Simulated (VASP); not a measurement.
# Na (Fm-3m) in VASP: a series of runs

The runs below take Na through single point, with PBE.

All numbers are computed with VASP 6.6.1; they aren't measurements. Logs are shortened: lines on timing, memory, paths and dates and some standing lists are left out, and cuts for length are marked.

## 1. The cell of the first run

Symmetry: Fm-3m, No. 225, cubic system. Conventional cell: a = 5.222 Å, b = 5.222 Å, c = 5.222 Å, α = 90.00°, β = 90.00°, γ = 90.00°. Within 4.9 Å of Na (site symmetry m-3m) lie 12 Na at 3.69 Å.

## 2. Single point, PBE (volume scaled by 0.96)

The input, INCAR:

```
SYSTEM = Na
PREC = Accurate
ENCUT = 520
EDIFF = 1E-7
ISMEAR = -1
SIGMA = 0.1
LREAL = .False.
LASPH = .True.
NELM = 80
ALGO = Normal
ISIF = 2
LWAVE = .False.
LCHARG = .False.
GGA = PE
NBANDS = 10
```

The input, KPOINTS:

```
regular mesh
0
Gamma
  17 17 17
  0 0 0
```

The input, POSCAR:

```
Na
1.0
    0.0000000000      2.6110784946      2.6110784946
    2.6110784946      0.0000000000      2.6110784946
    2.6110784946      2.6110784946      0.0000000000
Na
1
Direct
    0.0000000000      0.0000000000      0.0000000000
```

Potentials or basis: VASP PAW PBE potentials, release 64 (Na_pv).

The run is started by

```sh
> cat potpaw_PBE.64/Na_pv/POTCAR > POTCAR
> mpirun -np 1 vasp_std > vasp.out
```

OUTCAR:

```text
SYSTEM = Na
   PREC = Accurate
   ENCUT = 520
   EDIFF = 1E-7
   ISMEAR = -1
   LREAL = .False.
   LASPH = .True.
   NELM = 80
   ISIF = 2
   GGA = PE

 ion  position               nearest neighbor table
   1  0.000  0.000  0.000-

  LATTYP: Found a face centered cubic cell.
 ALAT       =     5.2221569892

  Lattice vectors:

 A1 = (   0.0000000000,   2.6110784946,   2.6110784946)
 A2 = (   2.6110784946,   0.0000000000,   2.6110784946)
 A3 = (   2.6110784946,   2.6110784946,   0.0000000000)

Analysis of symmetry for initial positions (statically):
=====================================================================
 Subroutine PRICEL returns:
 Original cell was already a primitive cell.

 Routine SETGRP: Setting up the symmetry group for a
 face centered cubic supercell.

 Subroutine GETGRP returns: Found 48 space group operations
 (whereof 48 operations were pure point group operations)
 out of a pool of 48 trial point group operations.

The static configuration has the point symmetry O_h .

Analysis of symmetry for dynamics (positions and initial velocities):
=====================================================================
 Subroutine PRICEL returns:
 Original cell was already a primitive cell.

 Routine SETGRP: Setting up the symmetry group for a
 face centered cubic supercell.

 Subroutine GETGRP returns: Found 48 space group operations
 (whereof 48 operations were pure point group operations)
 out of a pool of 48 trial point group operations.

The dynamic configuration has the point symmetry O_h .

 Subroutine INISYM returns: Found 48 space group operations
 (whereof 48 operations are pure point group operations),
 and found     1 'primitive' translations

----------------------------------------------------------------------------------------

                                     Primitive cell

  volume of cell :      35.6033

  direct lattice vectors                    reciprocal lattice vectors
     0.000000000  2.611078495  2.611078495    -0.191491754  0.191491754  0.191491754
     2.611078495  0.000000000  2.611078495     0.191491754 -0.191491754  0.191491754
     2.611078495  2.611078495  0.000000000     0.191491754  0.191491754 -0.191491754

  length of vectors
     3.692622619  3.692622619  3.692622619     0.331673447  0.331673447  0.331673447

  position of ions in fractional coordinates (direct lattice)
     0.000000000  0.000000000  0.000000000

  ion indices of the primitive-cell ions
   primitive index   ion index
                 1           1

----------------------------------------------------------------------------------------

 KPOINTS: regular mesh

Automatic generation of k-mesh.
 Grid dimensions read from file:
 generate k-points for:   17   17   17

 Generating k-lattice:

  Cartesian coordinates                     Fractional coordinates (reciprocal lattice)
    -0.011264221  0.011264221  0.011264221     0.058823529  0.000000000  0.000000000
     0.011264221 -0.011264221  0.011264221     0.000000000  0.058823529  0.000000000
     0.011264221  0.011264221 -0.011264221     0.000000000  0.000000000  0.058823529

  Length of vectors
     0.019510203  0.019510203  0.019510203

  Shift w.r.t. Gamma in fractional coordinates (k-lattice)
     0.000000000  0.000000000  0.000000000

 Subroutine IBZKPT returns following result:
 ===========================================

 Found    165 irreducible k-points:

 Following reciprocal coordinates:
            Coordinates               Weight
  0.000000  0.000000  0.000000      1.000000
  0.058824  0.000000  0.000000      8.000000
  0.117647  0.000000  0.000000      8.000000
  0.176471  0.000000  0.000000      8.000000
  0.235294  0.000000  0.000000      8.000000
  0.294118  0.000000  0.000000      8.000000
[... 16 lines left out ...]
 -0.176471  0.058824  0.000000     24.000000
 -0.117647  0.058824  0.000000     24.000000
 [... further k-points ...]
   k-points           NKPTS =    165   k-points in BZ     NKDIM =    165   number of bands    NBANDS=     10
   number of dos      NEDOS =    301   number of ions     NIONS =      1
   total plane-waves  NPLWV =  21952
   dimension x,y,z NGX =    28 NGY =   28 NGZ =   28
   dimension x,y,z NGXF=    56 NGYF=   56 NGZF=   56
   ions per type =               1
   NGX,Y,Z   is equivalent  to a cutoff of  12.61, 12.61, 12.61 a.u.
   NGXF,Y,Z  is equivalent  to a cutoff of  25.21, 25.21, 25.21 a.u.
 SYSTEM =  Na
   PREC   = accura    normal or accurate (medium, high low for compatibility)
   ISTART =      0    job   : 0-new  1-cont  2-samecut
   ICHARG =      2    charge: 1-file 2-atom 10-const
   ISPIN  =      1    spin polarized calculation?
   LNONCOLLINEAR =      F non collinear calculations
   LSORBIT =      F    spin-orbit coupling
   LASPH  =      T    aspherical Exc in radial PAW
   ENCUT  =  520.0 eV  38.22 Ry    6.18 a.u.   6.87  6.87  6.87*2*pi/ulx,y,z
   NELM   =     80;   NELMIN=  2; NELMDL= -5     # of ELM steps
   EDIFF  = 0.1E-06   stopping-criterion for ELM
   LREAL  =      F    real-space projection
   EDIFFG = 0.1E-05   stopping-criterion for IOM
   NSW    =      0    number of steps for IOM
   IBRION =     -1    ionic relax: 0-MD 1-quasi-New 2-CG
   NFREE  =      0    steps in history (QN), initial steepest desc. (CG)
   ISIF   =      2    stress and relaxation
   ISYM   =      2    0-nonsym 1-usesym 2-fastsym
   POTIM  = 0.5000    time-step for ionic-motion
   TEBEG  =    0.0;   TEEND  =   0.0 temperature during run
   PSTRESS=    0.0 pullay stress
   NELECT =       7.0000    total number of electrons
   NUPDOWN=      -1.0000    fix difference up-down
   EMIN   =  10.00;   EMAX   =-10.00  energy-range for DOS
   EFERMI =   0.00;   METHOD = LEGACY
   ISMEAR =    -1;   SIGMA  =   0.10  broadening in eV -4-tet -1-fermi 0-gaus
   EFERMI_NEDOS =   21; number of points for ismear=-14 and -15
   IALGO  =     38    algorithm
   IMIX   =      4    mixing-type and parameters
     AMIX     =   0.40;   BMIX     =  1.00
     AMIX_MAG =   1.60;   BMIX_MAG =  1.00
  volume/ion in A,a.u.               =      35.60       240.26
  Fermi-wavevector in a.u.,A,eV,Ry     =   0.951943  1.798911 12.329536  0.906195
  Thomas-Fermi vector in A             =   2.080460
   LORBIT       =      0    0 simple, 1 ext, 2 COOP (PROOUT), +10 PAW based schemes
   GGA     = PE    functional components
   LHFCALC =     F    Hartree Fock is set to
   AEXX    =    0.0000 exact exchange contribution
   IVDW    =     0    specifies the selected vdW correction
   LEPSILON=     F    determine dielectric tensor
   LRPA    =     F    only Hartree local field effects (RPA)
 non-spin polarized calculation
  energy-cutoff  :      520.00
  volume of cell :       35.60
 maximum number of plane-waves:       974
   NGX = 13   NGY = 13   NGZ = 13

 number of electron       7.0000006 magnetization

 Free energy of the ion-electron system (eV)
  ---------------------------------------------------
  ext. energy  EPLUGINS =         0.00000000
  ---------------------------------------------------
  free energy    TOTEN  =        -1.31757778 eV

  energy without entropy =       -1.30170783  energy(sigma->0) =       -1.30964281

 E-fermi :   0.4470     XC(G=0):  -6.6080

 val. band max:        0.3696067643   @ k =   0.4706   0.1176   0.0000
 cond. band min:       0.4472496081   @ k =   0.4706   0.2353   0.0000
 fundamental gap:      0.0776428438
 Fermi energy:         0.4469593724

 k-point     1 :       0.0000    0.0000    0.0000
  band No.  band energies     occupation
      1     -24.4197      2.00000
      2     -24.4197      2.00000
      3     -24.4197      2.00000
      4      -2.9175      2.00000
      5      11.7884      0.00000
      6      11.7884      0.00000
      7      11.7884      0.00000
      8      12.9177      0.00000
      9      13.4846      0.00000
     10      13.4846      0.00000

 k-point     2 :       0.0588    0.0000    0.0000
  band No.  band energies     occupation
      1     -24.4211      2.00000
      2     -24.4199      2.00000
      3     -24.4199      2.00000
      4      -2.8582      2.00000
      5      10.7606      0.00000
      6      11.6656      0.00000
      7      11.6657      0.00000
      8      13.0739      0.00000
      9      13.6976      0.00000
     10      13.6977      0.00000

 k-point     3 :       0.1176    0.0000    0.0000
  band No.  band energies     occupation
      1     -24.4251      2.00000
      2     -24.4205      2.00000
      3     -24.4205      2.00000
      4      -2.6806      2.00000
      5       9.2921      0.00000
      6      11.4145      0.00000
      7      11.4145      0.00000
      8      12.8009      0.00000
      9      14.1966      0.00000
     10      14.1966      0.00000

 k-point     4 :       0.1765    0.0000    0.0000
  band No.  band energies     occupation
      1     -24.4310      2.00000
      2     -24.4213      2.00000
      3     -24.4213      2.00000
      4      -2.3861      2.00000
      5       7.8351      0.00000
      6      11.1665      0.00000
      7      11.1665      0.00000
      8      12.4877      0.00000
      9      14.3348      0.00000
     10      14.3348      0.00000
[... 222 lines left out ...]
 k-point    22 :      -0.2353    0.0588    0.0000
  band No.  band energies     occupation
      1     -24.4408      2.00000
      2     -24.4241      2.00000
      3     -24.4222      2.00000
      4      -1.7636      2.00000
      5       6.0327      0.00000
      6       9.7218      0.00000
      7      11.6060      0.00000
      8      12.6802      0.00000
      9      12.8298      0.00000
     10      13.6622      0.00000

 k-point    23 :      -0.1765    0.0588    0.0000
  band No.  band energies     occupation
      1     -24.4337      2.00000
      2     -24.4229      2.00000
      3     -24.4212      2.00000
      4      -2.2102      2.00000
      5       7.3901      0.00000
      6       9.9248      0.00000
      7      11.7991      0.00000
      8      12.9235      0.00000
      9      13.3944      0.00000
     10      14.2175      0.00000

 k-point    24 :      -0.1176    0.0588    0.0000
  band No.  band energies     occupation
      1     -24.4274      2.00000
      2     -24.4218      2.00000
      3     -24.4205      2.00000
      4      -2.5429      2.00000
      5       8.7936      0.00000
      6      10.2370      0.00000
      7      11.9514      0.00000
      8      13.2044      0.00000
      9      13.6895      0.00000
     10      14.2717      0.00000

 [... further k-points ...]
[... 5 lines left out ...]
  --------------------------------------------------------------------------------------
  -------------------------------------------------------------------------------------
  Total        0.0763106      0.0763106      0.0763106      0.0000000      0.0000000     -0.0000000
  in kB        3.4340429      3.4340429      3.4340429      0.0000000      0.0000000     -0.0000000
  external PRESSURE =       3.4340429 kB  Pullay stress =       0.0000000 kB

 VOLUME and BASIS-vectors are now :
 -----------------------------------------------------------------------------
  energy-cutoff  :      520.00
  volume of cell :       35.60
      direct lattice vectors                 reciprocal lattice vectors
     0.000000000  2.611078495  2.611078495    -0.191491754  0.191491754  0.191491754
     2.611078495  0.000000000  2.611078495     0.191491754 -0.191491754  0.191491754
     2.611078495  2.611078495  0.000000000     0.191491754  0.191491754 -0.191491754

 POSITION                                       TOTAL-FORCE (eV/Angst)
 -----------------------------------------------------------------------------------
      0.00000      0.00000      0.00000         0.000000      0.000000      0.000000
 -----------------------------------------------------------------------------------
    total drift:                               -0.000000     -0.000000     -0.000000

  FREE ENERGIE OF THE ION-ELECTRON SYSTEM (eV)
  ---------------------------------------------------
  free  energy   TOTEN  =        -1.3175777843 eV

  energy  without entropy=       -1.3017078322  energy(sigma->0) =       -1.30964281
```

It took 18 s on 1 thread of Intel Xeon Platinum 8559C (Emerald Rapids), shared host; peak memory 0.18 GiB.

Results:

```
Free energy : -1.3176 eV
Pressure    : 0.3 GPa
```

Caveat: the cell differs from its parent crystal (volume scaled by 0.96).

## 3. Single point, PBE

This run uses another cell than the first one, of 37.09 Å³/atom, 1.042 times its volume.

The input, INCAR:

```
PREC = Accurate ; ENCUT = 520
EDIFF = 1E-6 ; ISMEAR = -1
SIGMA = 0.1 ; LREAL = False
LASPH = True ; NELM = 60
ALGO = Normal ; ISIF = 2
LWAVE = False ; LCHARG = False
GGA = PE ; NBANDS = 10
```

The input, KPOINTS:

```
Automatic mesh
0
Gamma
  17 17 17
```

The input, POSCAR:

```
Na
1.0
    0.0000000000      2.6468511385      2.6468511385
    2.6468511385      0.0000000000      2.6468511385
    2.6468511385      2.6468511385      0.0000000000
Na
1
Direct
    0.0000000000      0.0000000000      0.0000000000
```

Potentials or basis: VASP PAW PBE potentials, release 64 (Na_pv).

The run is started by

```sh
> cat potpaw_PBE.64/Na_pv/POTCAR > POTCAR
> mpirun -np 1 vasp_std > vasp.out
```

OUTCAR:

```text
PREC = Accurate
   ENCUT = 520
   EDIFF = 1E-6
   ISMEAR = -1
   LREAL = False
   LASPH = True
   NELM = 60
   ISIF = 2
   GGA = PE

 ion  position               nearest neighbor table
   1  0.000  0.000  0.000-

  LATTYP: Found a face centered cubic cell.
 ALAT       =     5.2937022770

  Lattice vectors:

 A1 = (   0.0000000000,   2.6468511385,   2.6468511385)
 A2 = (   2.6468511385,   0.0000000000,   2.6468511385)
[... 479 lines left out ...]
 k-point    24 :      -0.1176    0.0588    0.0000
  band No.  band energies     occupation
      1     -24.5768      2.00000
      2     -24.5719      2.00000
      3     -24.5707      2.00000
      4      -2.5866      2.00000
      5       8.4788      0.00000
      6       9.8732      0.00000
      7      11.5698      0.00000
      8      12.7622      0.00000
      9      13.2529      0.00000
     10      13.8190      0.00000

 [... further k-points ...]
[... 5 lines left out ...]
  --------------------------------------------------------------------------------------
  -------------------------------------------------------------------------------------
  Total       -0.0063176     -0.0063176     -0.0063176      0.0000000     -0.0000000      0.0000000
  in kB       -0.2729243     -0.2729243     -0.2729243      0.0000000     -0.0000000      0.0000000
  external PRESSURE =      -0.2729243 kB  Pullay stress =       0.0000000 kB

 VOLUME and BASIS-vectors are now :
 -----------------------------------------------------------------------------
  energy-cutoff  :      520.00
  volume of cell :       37.09
      direct lattice vectors                 reciprocal lattice vectors
     0.000000000  2.646851139  2.646851139    -0.188903710  0.188903710  0.188903710
     2.646851139  0.000000000  2.646851139     0.188903710 -0.188903710  0.188903710
     2.646851139  2.646851139  0.000000000     0.188903710  0.188903710 -0.188903710

 POSITION                                       TOTAL-FORCE (eV/Angst)
 -----------------------------------------------------------------------------------
      0.00000      0.00000      0.00000        -0.000000      0.000000      0.000000
 -----------------------------------------------------------------------------------
    total drift:                               -0.000000     -0.000000     -0.000000

  FREE ENERGIE OF THE ION-ELECTRON SYSTEM (eV)
  ---------------------------------------------------
  free  energy   TOTEN  =        -1.3192121464 eV

  energy  without entropy=       -1.3030132012  energy(sigma->0) =       -1.31111267
```

OSZICAR:

```text
N       E                     dE             d eps       ncg     rms          rms(c)
DAV:   1     0.277350354233E+02    0.27735E+02   -0.37735E+03  3308   0.580E+02
DAV:   2    -0.692985302813E+00   -0.28428E+02   -0.28281E+02  3356   0.148E+02
DAV:   3    -0.131456113434E+01   -0.62158E+00   -0.62109E+00  3932   0.236E+01
DAV:   4    -0.131989137989E+01   -0.53302E-02   -0.53296E-02  3892   0.218E+00
DAV:   5    -0.131996832250E+01   -0.76943E-04   -0.76941E-04  3812   0.262E-01    0.203E-01
DAV:   6    -0.131954005737E+01    0.42827E-03   -0.46513E-04  3866   0.258E-01    0.136E-01
DAV:   7    -0.131921886096E+01    0.32120E-03   -0.95219E-04  3752   0.309E-01    0.156E-02
DAV:   8    -0.131921184095E+01    0.70200E-05   -0.43856E-05  4102   0.110E-01    0.251E-03
DAV:   9    -0.131921214635E+01   -0.30540E-06   -0.21655E-07  2452   0.469E-03
   1 F= -.13192121E+01 E0= -.13111127E+01  d E =-.161989E-01
```

Run time: 18 s. Hardware: 1 thread of Intel Xeon Platinum 8559C (Emerald Rapids), shared host; peak memory 0.18 GiB.

Results:

| Property | Result |
| --- | --- |
| Free energy | -1.3192 eV |
| Pressure | 0.0 GPa |

## 4. Single point, PBE

This run uses another cell than the first one, of 37.09 Å³/atom, 1.042 times its volume.

The input, INCAR:

```
SYSTEM = Na
  PREC = Accurate
  ENCUT = 520
  EDIFF = 1E-6
  ISMEAR = -1
  SIGMA = 0.1
  LREAL = .FALSE.
  LASPH = .TRUE.
  NELM = 60
  ALGO = Normal
  ISIF = 2
  LWAVE = .FALSE.
  LCHARG = .TRUE.
  GGA = PE
  LELF = .TRUE.
  LVHAR = .TRUE.
  NBANDS = 10
```

The input, KPOINTS:

```
regular mesh
0
G
  17 17 17
  0 0 0
```

POSCAR is that of step 3.

The run is started by

```sh
> cat potpaw_PBE.64/Na_pv/POTCAR > POTCAR
> mpirun -np 1 vasp_std > vasp.out
```

It took 18 s on 1 thread of Intel Xeon Platinum 8559C (Emerald Rapids), shared host; peak memory 0.18 GiB.

Results (log left out):

| Quantity | Value |
| --- | --- |
| Free energy | -1.3192 eV |
| Pressure | 0.0 GPa |

Levels at points of the mesh, in eV from the Fermi level:
```tsv
k point	band 2	band 3	band 4	band 5	band 6	band 7
(0.00, 0.00, 0.00)	-24.90	-24.90	-3.28	11.09	11.09	11.09
```

(Continued in part 2 of 2.)
